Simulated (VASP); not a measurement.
Set up this calculation in VASP 6.6.1, as the native input.

```
Task                   : single point
Functional             : PBE
Potentials or basis    : VASP PAW PBE potentials, release 64 (B, N)
Cutoff                 : 520 eV
k mesh                 : 12 × 12 × 4
Occupations            : gaussian, width 0.05 eV
Spin                   : no spin polarisation
Dipole correction      : no
Further INCAR settings : ALGO = Normal; EDIFF = 1e-07; NBANDS = 16
```

The structure of BN lies in POSCAR:

```
BN
1.0
    2.5039917043      0.0000000000      0.0000000000
   -1.2519958522      2.1685204268      0.0000000000
    0.0000000000      0.0000000000      6.6612000000
B N
2 2
Direct
    0.3483094213      0.6666666667      0.2500000000
    0.6666737278      0.3333333333      0.7500000000
    0.3333341358      0.6666666667      0.7500000000
    0.6551025143      0.3333333333      0.2500000000
```

This cell differs from its parent crystal: mode 9 (1359.5 1/cm) frozen in, largest displacement +0.037 Å.

These files were run (other wordings do the same):

INCAR

```
PREC = Accurate
ENCUT = 520
EDIFF = 1E-7
ISMEAR = 0
SIGMA = 0.05
LREAL = F
LASPH = T
NELM = 100
ALGO = Normal
ISIF = 2
LWAVE = F
LCHARG = F
GGA = PE
NBANDS = 16
```

KPOINTS

```
Automatic mesh
0
Gamma
  12 12 4
```

Potentials or basis: VASP PAW PBE potentials, release 64 (B, N).

Launch:

```console
$ cat potpaw_PBE.64/B/POTCAR potpaw_PBE.64/N/POTCAR > POTCAR
$ mpirun -np 1 vasp_std > vasp.out
```

It gave:

The pressure is 4.2 GPa, the largest force is 2.773 eV/Å and the band gap on the k mesh is 4.13 eV, indirect (least direct gap 4.50 eV).

Caveat: the cell differs from its parent crystal (mode 9 (1359.5 1/cm) frozen in, largest displacement +0.037 Å); this functional lacks dispersion, which binds the layers, so the pressure and a relaxed spacing across them are unreliable; forces of over 1 eV/Å act on the atoms, so gaps and moduli don't describe the material at rest.

Wall time 2 min on 1 thread of Intel(R) Xeon(R) Platinum 8375C CPU @ 2.90GHz (Ice Lake), with other jobs on the host, peak memory 0.22 GiB.
